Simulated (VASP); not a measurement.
# BN (P3m1) in VASP: a series of runs, part 2 of 2

VASP 6.6.1. The steps go on from the part before.

### Step 3. Single point, PBE (the distance across one plane changed)

Contents of INCAR:

```
  ALGO = Normal
  EDIFF = 1E-6
  ENCUT = 520
  GGA = PE
  ISIF = 2
  ISMEAR = 0
  LASPH = T
  LCHARG = F
  LREAL = F
  LWAVE = F
  NBANDS = 36
  NELM = 100
  PREC = Accurate
  SIGMA = 0.05
```

Contents of KPOINTS:

```
k-points
0
Gamma
  10 10 2
```

Contents of POSCAR:

```
BN
1.0
    1.8130010000     -1.8130010000      0.0000000000
    1.8130010000      0.0000000000     -1.8130010000
    7.3963415673      7.3963415673      7.3963415673
B N
6 6
Direct
    0.6666666667      0.6666666667      0.0612476469
    0.0000000000      0.0000000000      0.8783187099
    0.3333333333      0.3333333333      0.2246618595
    0.6666666667      0.6666666667      0.5514902847
    0.0000000000      0.0000000000      0.3880760721
    0.3333333333      0.3333333333      0.7149044973
    0.6666666667      0.6666666667      0.4289296252
    1.0000000000      1.0000000000      0.2655154126
    0.3333333333      0.3333333333      0.5923438378
    0.6666666667      0.6666666667      0.9191722630
    0.0000000000      0.0000000000      0.7557580504
    0.3333333333      0.3333333333      0.1021012000
```

Potentials or basis: VASP PAW PBE potentials, release 64 (B, N).

Command:

```bash
cat potpaw_PBE.64/B/POTCAR potpaw_PBE.64/N/POTCAR > POTCAR
mpirun -np 1 vasp_std > vasp.out
```

OUTCAR:

```text
EDIFF = 1E-6
   ENCUT = 520
   GGA = PE
   ISIF = 2
   ISMEAR = 0
   LASPH = T
   LREAL = F
   NELM = 100
   PREC = Accurate

 ion  position               nearest neighbor table
   1  0.667  0.667  0.061-  12 1.57  12 1.57  12 1.57  10 1.82
   2  0.000  0.000  0.878-  10 1.57  10 1.57  10 1.57  11 1.57
   3  0.333  0.333  0.225-   8 1.57   8 1.57   8 1.57  12 1.57
   4  0.667  0.667  0.551-   9 1.57   9 1.57   9 1.57   7 1.57
   5  0.000  0.000  0.388-   7 1.57   7 1.57   7 1.57   8 1.57
   6  0.333  0.333  0.715-  11 1.57  11 1.57  11 1.57   9 1.57
   7  0.667  0.667  0.429-   5 1.57   5 1.57   5 1.57   4 1.57
   8  0.000  0.000  0.266-   3 1.57   3 1.57   3 1.57   5 1.57
   9  0.333  0.333  0.592-   4 1.57   4 1.57   4 1.57   6 1.57
  10  0.667  0.667  0.919-   2 1.57   2 1.57   2 1.57   1 1.82
  11  0.000  0.000  0.756-   6 1.57   6 1.57   6 1.57   2 1.57
  12  0.333  0.333  0.102-   1 1.57   1 1.57   1 1.57   3 1.57

  LATTYP: Found a hexagonal cell.
 ALAT       =     2.5639706028
 C/A-ratio  =     4.9964845037

  Lattice vectors:

 A1 = (  -1.8130010000,   0.0000000000,   1.8130010000)
 A2 = (   1.8130010000,  -1.8130010000,   0.0000000000)
 A3 = (   7.3963415673,   7.3963415673,   7.3963415673)

Analysis of symmetry for initial positions (statically):
=====================================================================
 Subroutine PRICEL returns:
 Original cell was already a primitive cell.

 Routine SETGRP: Setting up the symmetry group for a
 hexagonal supercell.

 Subroutine GETGRP returns: Found  6 space group operations
 (whereof  6 operations were pure point group operations)
 out of a pool of 24 trial point group operations.

The static configuration has the point symmetry C_3v.

Analysis of symmetry for dynamics (positions and initial velocities):
=====================================================================
 Subroutine PRICEL returns:
 Original cell was already a primitive cell.

 Routine SETGRP: Setting up the symmetry group for a
 hexagonal supercell.

 Subroutine GETGRP returns: Found  6 space group operations
 (whereof  6 operations were pure point group operations)
 out of a pool of 24 trial point group operations.

The dynamic configuration has the point symmetry C_3v.

 Subroutine INISYM returns: Found  6 space group operations
 (whereof  6 operations are pure point group operations),
 and found     1 'primitive' translations

----------------------------------------------------------------------------------------

                                     Primitive cell

  volume of cell :      72.9347

  direct lattice vectors                    reciprocal lattice vectors
     1.813001000 -1.813001000  0.000000000     0.183857225 -0.367714451  0.183857225
     1.813001000  0.000000000 -1.813001000     0.183857225  0.183857225 -0.367714451
     7.396341567  7.396341567  7.396341567     0.045067326  0.045067326  0.045067326

  length of vectors
     2.563970603  2.563970603 12.810839385     0.450356388  0.450356388  0.078058898
[... 58 lines left out ...]
  0.000000  0.000000  0.000000      1.000000
  0.100000  0.000000  0.000000      6.000000
  0.200000  0.000000  0.000000      6.000000
  0.300000  0.000000  0.000000      6.000000
  0.400000  0.000000  0.000000      6.000000
  0.500000  0.000000  0.000000      3.000000
[... 16 lines left out ...]
  0.400000  0.100000  0.500000     12.000000
  0.500000  0.100000  0.500000     12.000000
 [... further k-points ...]
   k-points           NKPTS =     28   k-points in BZ     NKDIM =     28   number of bands    NBANDS=     36
   number of dos      NEDOS =    301   number of ions     NIONS =     12
   total plane-waves  NPLWV =  38400
   dimension x,y,z NGX =    20 NGY =   20 NGZ =   96
   dimension x,y,z NGXF=    40 NGYF=   40 NGZF=  192
   ions per type =               6   6
   NGX,Y,Z   is equivalent  to a cutoff of  12.97, 12.97, 12.46 a.u.
   NGXF,Y,Z  is equivalent  to a cutoff of  25.94, 25.94, 24.92 a.u.
 SYSTEM =  unknown system
   PREC   = accura    normal or accurate (medium, high low for compatibility)
   ISTART =      0    job   : 0-new  1-cont  2-samecut
   ICHARG =      2    charge: 1-file 2-atom 10-const
   ISPIN  =      1    spin polarized calculation?
   LNONCOLLINEAR =      F non collinear calculations
   LSORBIT =      F    spin-orbit coupling
   LASPH  =      T    aspherical Exc in radial PAW
   ENCUT  =  520.0 eV  38.22 Ry    6.18 a.u.   4.77  4.77 23.82*2*pi/ulx,y,z
   NELM   =    100;   NELMIN=  2; NELMDL= -5     # of ELM steps
   EDIFF  = 0.1E-05   stopping-criterion for ELM
   LREAL  =      F    real-space projection
   EDIFFG = 0.1E-04   stopping-criterion for IOM
   NSW    =      0    number of steps for IOM
   IBRION =     -1    ionic relax: 0-MD 1-quasi-New 2-CG
   NFREE  =      0    steps in history (QN), initial steepest desc. (CG)
   ISIF   =      2    stress and relaxation
   ISYM   =      2    0-nonsym 1-usesym 2-fastsym
   POTIM  = 0.5000    time-step for ionic-motion
   TEBEG  =    0.0;   TEEND  =   0.0 temperature during run
   PSTRESS=    0.0 pullay stress
   NELECT =      48.0000    total number of electrons
   NUPDOWN=      -1.0000    fix difference up-down
   EMIN   =  10.00;   EMAX   =-10.00  energy-range for DOS
   EFERMI =   0.00;   METHOD = LEGACY
   ISMEAR =     0;   SIGMA  =   0.05  broadening in eV -4-tet -1-fermi 0-gaus
   EFERMI_NEDOS =   21; number of points for ismear=-14 and -15
   IALGO  =     38    algorithm
   IMIX   =      4    mixing-type and parameters
     AMIX     =   0.40;   BMIX     =  1.00
     AMIX_MAG =   1.60;   BMIX_MAG =  1.00
  volume/ion in A,a.u.               =       6.08        41.02
  Fermi-wavevector in a.u.,A,eV,Ry     =   1.424002  2.690973 27.589629  2.027781
  Thomas-Fermi vector in A             =   2.544539
   LORBIT       =      0    0 simple, 1 ext, 2 COOP (PROOUT), +10 PAW based schemes
   GGA     = PE    functional components
   LHFCALC =     F    Hartree Fock is set to
   AEXX    =    0.0000 exact exchange contribution
   IVDW    =     0    specifies the selected vdW correction
   LEPSILON=     F    determine dielectric tensor
   LRPA    =     F    only Hartree local field effects (RPA)
 non-spin polarized calculation
 Gauss-broadening in eV      SIGMA  =   0.05
  energy-cutoff  :      520.00
  volume of cell :       72.93
 maximum number of plane-waves:      1992
   NGX =  9   NGY =  9   NGZ = 47

 number of electron      47.9999999 magnetization

 Free energy of the ion-electron system (eV)
  ---------------------------------------------------
  ext. energy  EPLUGINS =         0.00000000
  ---------------------------------------------------
  free energy    TOTEN  =      -104.27323370 eV

  energy without entropy =     -104.27323370  energy(sigma->0) =     -104.27323370

 E-fermi :   7.5544     XC(G=0): -12.6740

 val. band max:        7.3253125822   @ k =   0.0000   0.0000   0.0000
 cond. band min:      11.3270512121   @ k =   0.5000   0.0000   0.0000
 fundamental gap:      4.0017386299
 Fermi energy:         7.5544115308

 k-point     1 :       0.0000    0.0000    0.0000
  band No.  band energies     occupation
      1     -13.1545      2.00000
      2     -12.4766      2.00000
      3     -12.0226      2.00000
      4     -10.7061      2.00000
      5     -10.2233      2.00000
      6      -8.7843      2.00000
[... 925 lines left out ...]
     35      18.1515      0.00000
     36      18.9228      0.00000

 [... further k-points ...]
[... 5 lines left out ...]
  --------------------------------------------------------------------------------------
  -------------------------------------------------------------------------------------
  Total       -2.2321378     -2.2321378     -2.2321378     -1.6550029     -1.6550029     -1.6550029
  in kB      -49.0339962    -49.0339962    -49.0339962    -36.3559112    -36.3559112    -36.3559112
  external PRESSURE =     -49.0339962 kB  Pullay stress =       0.0000000 kB

 VOLUME and BASIS-vectors are now :
 -----------------------------------------------------------------------------
  energy-cutoff  :      520.00
  volume of cell :       72.93
      direct lattice vectors                 reciprocal lattice vectors
     1.813001000 -1.813001000  0.000000000     0.183857225 -0.367714451  0.183857225
     1.813001000  0.000000000 -1.813001000     0.183857225  0.183857225 -0.367714451
     7.396341567  7.396341567  7.396341567     0.045067326  0.045067326  0.045067326

 POSITION                                       TOTAL-FORCE (eV/Angst)
 -----------------------------------------------------------------------------------
      2.87034     -0.75566     -0.75566        -1.045703     -1.045703     -1.045703
      6.49635      6.49635      6.49635         0.619128      0.619128      0.619128
      2.87034      1.05734      1.05734         0.155102      0.155102      0.155102
      6.49635      2.87034      2.87034         0.128852      0.128852      0.128852
      2.87034      2.87034      2.87034         0.130323      0.130323      0.130323
      6.49635      4.68334      4.68334         0.133890      0.133890      0.133890
      5.58984      1.96384      1.96384        -0.129235     -0.129235     -0.129235
      1.96384      1.96384      1.96384        -0.135301     -0.135301     -0.135301
      5.58984      3.77684      3.77684        -0.129697     -0.129697     -0.129697
      9.21585      5.58984      5.58984         1.090653      1.090653      1.090653
      5.58984      5.58984      5.58984        -0.152969     -0.152969     -0.152969
      1.96384      0.15084      0.15084        -0.665044     -0.665044     -0.665044
 -----------------------------------------------------------------------------------
    total drift:                                0.000071      0.000071      0.000071

  FREE ENERGIE OF THE ION-ELECTRON SYSTEM (eV)
  ---------------------------------------------------
  free  energy   TOTEN  =      -104.2732337045 eV

  energy  without entropy=     -104.2732337045  energy(sigma->0) =     -104.27323370
```

Run time: 47 s. Hardware: 1 thread of Intel Xeon Platinum 8559C (Emerald Rapids), shared host; peak memory 0.2 GiB.

Results:

| Property | Result |
| --- | --- |
| Free energy | -104.2732 eV |
| Pressure | -4.9 GPa |
| Largest force | 1.889 eV/Å |
| Band gap on the k mesh | 4.00 eV |

Forces in eV/Å, atoms in the order of the input:
```
B   -1.046 -1.046 -1.046
B    0.619  0.619  0.619
B    0.155  0.155  0.155
B    0.129  0.129  0.129
B    0.130  0.130  0.130
B    0.134  0.134  0.134
N   -0.129 -0.129 -0.129
N   -0.135 -0.135 -0.135
N   -0.130 -0.130 -0.130
N    1.091  1.091  1.091
N   -0.153 -0.153 -0.153
N   -0.665 -0.665 -0.665
```

Caveat: the cell differs from its parent crystal (the distance across one plane changed); the cell stands under tension; forces of over 1 eV/Å act on the atoms, so gaps and moduli don't describe the material at rest.
